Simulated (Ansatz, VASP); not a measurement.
# One calculation of AlNi, two programs

File INCAR:

```
SYSTEM = AlNi
  ALGO = Fast
  EDIFF = 1E-6
  ENCUT = 520
  GGA = PE
  ISIF = 2
  ISMEAR = 0
  LASPH = .TRUE.
  LCHARG = .FALSE.
  LREAL = .FALSE.
  LWAVE = .FALSE.
  NBANDS = 14
  NELM = 100
  PREC = Accurate
  SIGMA = 0.15
```

KPOINTS

```
k-points
0
G
  16 16 16
  0 0 0
```

POSCAR

```
AlNi
1.0
    2.0426321469     -2.0425983450      0.0000000000
    2.0426321469      2.0425983450      0.0000000000
    0.0000000000      0.0000000000      2.7458000000
Al Ni
1 1
Direct
    0.0000000000      0.0000000000      0.0000000000
    0.5000000000      0.5000000000      0.5000000000
```

Input for Ansatz:

```yaml
crystal:
  lattice:
    - [2.0426321469, -2.042598345, 0.0]
    - [2.0426321469, 2.042598345, 0.0]
    - [0.0, 0.0, 2.7458]
  atoms:
    - { symbol: Al, position: [0.0, 0.0, 0.0] }
    - { symbol: Ni, position: [0.5, 0.5, 0.5] }
basis:
  ecutwfc: 520.0
kpoints:
  mp_grid: { grid: [16, 16, 16] }
hamiltonian:
  xc: pbe
  pseudopotentials: { kind: paw, azcp: { folder: soft_1 } }
scf:
  occupations: { method: gaussian, width: 0.15 }
output:
  forces: true
  stress: true
  eigenvalues: true
```

Alike in both runs: task single point; functional PBE; k mesh 16 × 16 × 16; occupations gaussian, width 0.15 eV; no spin polarisation.

|  | VASP | Ansatz |
| --- | --- | --- |
| version | VASP 6.6.1 | Ansatz 0.2.0 |
| potentials or method | VASP PAW PBE potentials, release 64 (Al, Ni), cutoff 520 eV | scalar-relativistic, plane waves, PAW |
| valence electrons in the cell | 13 | 21 |

Ansatz gave:

```
gap on the k mesh at the Fermi level (eV)                     : none
pressure (GPa)                                                : 10.0
traceless stress, the component that is largest in VASP (GPa) : 3.43
```

Estimate VASP's values.

gap on the k mesh at the Fermi level (eV): none; pressure (GPa): 10.0; traceless stress, the component that is largest in VASP (GPa): 3.51.

A gap of «none» marks a metal or a gap that the smearing closes. VASP's potentials hold 13 valence electrons a cell and Ansatz's 21, so a difference there can come from the potentials and not from the codes. Ansatz's warnings: near symmetry operations not taken.
